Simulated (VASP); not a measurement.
# Ti16B (a cell with a defect) in VASP: single point with PBE

Aim: the single point of Ti16B (a cell with a defect) with PBE.

Everything below comes from runs of VASP 6.6.1. Logs are shortened: lines on timing, memory, paths and dates and some standing lists are left out, and cuts for length are marked.

**1. The cell of the first run**

The cell holds a defect, 17 atoms: a = 6.511 Å, b = 6.511 Å, c = 6.511 Å, α = 90.00°, β = 90.00°, γ = 90.00°.

**2. Single point, PBE**

Contents of INCAR:

```
SYSTEM = Ti16B
ALGO = Normal
EDIFF = 1E-7
ENCUT = 520
GGA = PE
ISIF = 2
ISMEAR = 0
LASPH = .TRUE.
LCHARG = .FALSE.
LREAL = Auto
LWAVE = .FALSE.
NBANDS = 112
NELM = 80
PREC = Accurate
SIGMA = 0.1
```

Contents of KPOINTS:

```
Automatic mesh
0
Gamma
  4 4 4
  0.5 0.5 0.5
```

Contents of POSCAR:

```
Ti16B
1.0
    6.5110110536      0.0000000000      0.0000000000
    0.0000000000      6.5110110536      0.0000000000
    0.0000000000      0.0000000000      6.5110110536
Ti B
16 1
Direct
   -0.0545136534      0.0052504902      0.0003318993
    0.5542388072      0.0050221079     -0.0002176313
    0.0252595179      0.4662361920     -0.0002056516
   -0.0308528120     -0.0222179012      0.4999778027
    0.2497464659      0.2459756230      0.2898821680
    0.4747262713      0.4664762469     -0.0000208877
    0.5309324422     -0.0222865541      0.4998232952
    0.7499892044      0.2805281676      0.2794450793
    0.0273579631      0.5411159605      0.5003207602
    0.2498401533      0.7941480912      0.2189206850
    0.2505057950      0.2457873265      0.7099233839
    0.4727021617      0.5412792224      0.4998137729
    0.7501245137      0.7066483165      0.2366159399
    0.7498194919      0.2804787129      0.7205168232
    0.2499416737      0.7942706528      0.7810181795
    0.7501384900      0.7067667313      0.7633679254
    0.2498866899      0.1025505862     -0.0000534479
```

Potentials or basis: VASP PAW PBE potentials, release 64 (Ti_sv, B).

Launch:

```console
cat potpaw_PBE.64/Ti_sv/POTCAR potpaw_PBE.64/B/POTCAR > POTCAR
mpirun -np 1 vasp_std > vasp.out
```

OUTCAR:

```text
SYSTEM = Ti16B
   EDIFF = 1E-7
   ENCUT = 520
   GGA = PE
   ISIF = 2
   ISMEAR = 0
   LASPH = .TRUE.
   LREAL = Auto
   NELM = 80
   PREC = Accurate

 ion  position               nearest neighbor table
   1  0.945  0.005  0.000-  17 2.08   2 2.55  13 2.79  16 2.79  10 2.80  15 2.80   8 2.85  14 2.86

   2  0.554  0.005  1.000-  17 2.08   1 2.55  16 2.79  13 2.79  15 2.80  10 2.80  14 2.85   8 2.86

   3  0.025  0.466  1.000-   5 2.79  11 2.79  14 2.83   8 2.83  16 2.83  13 2.83
   4  0.969  0.978  0.500-   8 2.83  14 2.83  16 2.84  13 2.84  10 2.85  15 2.85   7 2.85   9 2.87
                             5 2.87  11 2.88
   5  0.250  0.246  0.290-  17 2.11  11 2.73   9 2.77  12 2.77   3 2.79   6 2.79   4 2.87   7 2.88
[... 20 lines left out ...]
  16  0.750  0.707  0.763-   9 2.71  12 2.71   2 2.79   1 2.79  14 2.79   3 2.83   6 2.83   4 2.84
                             7 2.84
  17  0.250  0.103  1.000-   1 2.08   2 2.08  11 2.11   5 2.11  15 2.46  10 2.46

  LATTYP: Found a simple cubic cell.
 ALAT       =     6.5110110536

  Lattice vectors:

 A1 = (   6.5110110536,   0.0000000000,   0.0000000000)
 A2 = (   0.0000000000,   6.5110110536,   0.0000000000)
 A3 = (   0.0000000000,   0.0000000000,   6.5110110536)

Analysis of symmetry for initial positions (statically):
=====================================================================
 Subroutine PRICEL returns:
 Original cell was already a primitive cell.

 Routine SETGRP: Setting up the symmetry group for a
 simple cubic supercell.

 Subroutine GETGRP returns: Found  1 space group operations
 (whereof  1 operations were pure point group operations)
 out of a pool of 48 trial point group operations.

The static configuration has the point symmetry C_1 .

Analysis of symmetry for dynamics (positions and initial velocities):
=====================================================================
 Subroutine PRICEL returns:
 Original cell was already a primitive cell.

 Routine SETGRP: Setting up the symmetry group for a
 simple cubic supercell.

 Subroutine GETGRP returns: Found  1 space group operations
 (whereof  1 operations were pure point group operations)
 out of a pool of 48 trial point group operations.

The dynamic configuration has the point symmetry C_1 .

 Subroutine INISYM returns: Found  1 space group operations
 (whereof  1 operations are pure point group operations),
 and found     1 'primitive' translations

----------------------------------------------------------------------------------------
[... 130 lines left out ...]
   ISYM   =      2    0-nonsym 1-usesym 2-fastsym
   POTIM  = 0.5000    time-step for ionic-motion
   TEBEG  =    0.0;   TEEND  =   0.0 temperature during run
   PSTRESS=    0.0 pullay stress
   NELECT =     195.0000    total number of electrons
   NUPDOWN=      -1.0000    fix difference up-down
   EMIN   =  10.00;   EMAX   =-10.00  energy-range for DOS
   EFERMI =   0.00;   METHOD = LEGACY
   ISMEAR =     0;   SIGMA  =   0.10  broadening in eV -4-tet -1-fermi 0-gaus
   EFERMI_NEDOS =   21; number of points for ismear=-14 and -15
   IALGO  =     38    algorithm
   IMIX   =      4    mixing-type and parameters
     AMIX     =   0.40;   BMIX     =  1.00
     AMIX_MAG =   1.60;   BMIX_MAG =  1.00
  volume/ion in A,a.u.               =      16.24       109.57
  Fermi-wavevector in a.u.,A,eV,Ry     =   1.458046  2.755308 28.924606  2.125899
  Thomas-Fermi vector in A             =   2.574776
   LORBIT       =      0    0 simple, 1 ext, 2 COOP (PROOUT), +10 PAW based schemes
   GGA     = PE    functional components
   LHFCALC =     F    Hartree Fock is set to
   AEXX    =    0.0000 exact exchange contribution
   IVDW    =     0    specifies the selected vdW correction
   LEPSILON=     F    determine dielectric tensor
   LRPA    =     F    only Hartree local field effects (RPA)
 non-spin polarized calculation
 Gauss-broadening in eV      SIGMA  =   0.10
  energy-cutoff  :      520.00
  volume of cell :      276.02
 maximum number of plane-waves:      7447
   NGX = 25   NGY = 25   NGZ = 25

 number of electron     195.0000059 magnetization

 Free energy of the ion-electron system (eV)
  ---------------------------------------------------
  ext. energy  EPLUGINS =         0.00000000
  ---------------------------------------------------
  free energy    TOTEN  =      -130.95283197 eV

  energy without entropy =     -130.81869661  energy(sigma->0) =     -130.88576429

 E-fermi :   8.4166     XC(G=0): -11.6477

 val. band max:        8.4162896895   @ k =  -0.1250   0.1250   0.3750
 cond. band min:       8.4261379367   @ k =  -0.3750  -0.1250   0.1250
 fundamental gap:      0.0098482472
 Fermi energy:         8.4166225193

 k-point     1 :       0.1250    0.1250    0.1250
  band No.  band energies     occupation
      1     -48.2169      2.00000
      2     -48.1620      2.00000
      3     -48.1474      2.00000
      4     -48.1355      2.00000
      5     -48.1276      2.00000
      6     -48.1193      2.00000
[... 2677 lines left out ...]
    108       9.0957      0.00000
    109       9.1273      0.00000

 [... further k-points ...]

 [bands above 109 left out]

------------------------ aborting loop because EDIFF is reached ----------------------------------------

  FORCE on cell =-STRESS in cart. coord.  units (eV):
  Direction    XX          YY          ZZ          XY          YZ          ZX
  --------------------------------------------------------------------------------------
  -------------------------------------------------------------------------------------
  Total       11.3449451      1.2713038      8.7817359     -0.0136995      0.0153227     -0.0139391
  in kB       65.8518051      7.3792908     50.9736414     -0.0795190      0.0889407     -0.0809097
  external PRESSURE =      41.4015791 kB  Pullay stress =       0.0000000 kB

 VOLUME and BASIS-vectors are now :
 -----------------------------------------------------------------------------
  energy-cutoff  :      520.00
  volume of cell :      276.02
      direct lattice vectors                 reciprocal lattice vectors
     6.511011054  0.000000000  0.000000000     0.153585978  0.000000000  0.000000000
     0.000000000  6.511011054  0.000000000     0.000000000  0.153585978  0.000000000
     0.000000000  0.000000000  6.511011054     0.000000000  0.000000000  0.153585978

 POSITION                                       TOTAL-FORCE (eV/Angst)
 -----------------------------------------------------------------------------------
      6.15607      0.03419      0.00216        -0.104113      0.045614      0.000110
      3.60866      0.03270      6.50959         0.103357      0.045758     -0.005024
      0.16447      3.03567      6.50967        -0.030457      0.029384      0.000258
      6.31013      6.36635      3.25536         0.004238      0.012585      0.001014
      1.62610      1.60155      1.88743         0.003211     -0.024072     -0.029669
      3.09095      3.03723      6.51088         0.032358      0.027841      0.001898
[... 9 lines left out ...]
      4.88416      4.60177      4.97030         0.000359      0.002190     -0.042335
      1.62702      0.66771      6.51066        -0.000256     -0.183621      0.001021
 -----------------------------------------------------------------------------------
    total drift:                                0.005597     -0.020439     -0.013798

  FREE ENERGIE OF THE ION-ELECTRON SYSTEM (eV)
  ---------------------------------------------------
  free  energy   TOTEN  =      -130.9528319663 eV

  energy  without entropy=     -130.8186966128  energy(sigma->0) =     -130.88576429
```

stdout:

```text
POSCAR found type information on POSCAR TiB
 POSCAR found :  2 types and      17 ions
 scaLAPACK will be used
 LDA part: xc-table for (Slater+PW92), standard interpolation
 POSCAR, INCAR and KPOINTS ok, starting setup
 FFT: planning ... GRIDC
 FFT: planning ... GRID_SOFT
 FFT: planning ... GRID
 WAVECAR not read
 entering main loop
```

Run time: 20 min. Hardware: 1 thread of Intel Xeon 6975P-C (Granite Rapids), shared host; peak memory 0.7 GiB.

What came out:

```
Free energy            : -130.9528 eV
Pressure               : 4.1 GPa
Largest force          : 0.184 eV/Å
Band gap on the k mesh : zero (an odd number of electrons rules out a gap without spin polarisation)
```

Forces on the atoms (eV/Å):
```
Ti  -0.104  0.046  0.000
Ti   0.103  0.046 -0.005
Ti  -0.030  0.029  0.000
Ti   0.004  0.013  0.001
Ti   0.003 -0.024 -0.030
Ti   0.032  0.028  0.002
Ti  -0.003  0.012 -0.001
Ti   0.000  0.010 -0.003
Ti   0.010  0.010 -0.005
Ti  -0.002  0.013 -0.035
Ti  -0.006 -0.030  0.028
Ti  -0.006  0.008  0.002
Ti  -0.001  0.004  0.045
Ti   0.000  0.008  0.002
Ti  -0.002  0.009  0.039
Ti   0.000  0.002 -0.042
B    0.000 -0.184  0.001
```

Stress tensor (GPa, compression positive):
```
 6.59 -0.01 -0.01
-0.01  0.74  0.01
-0.01  0.01  5.10
```
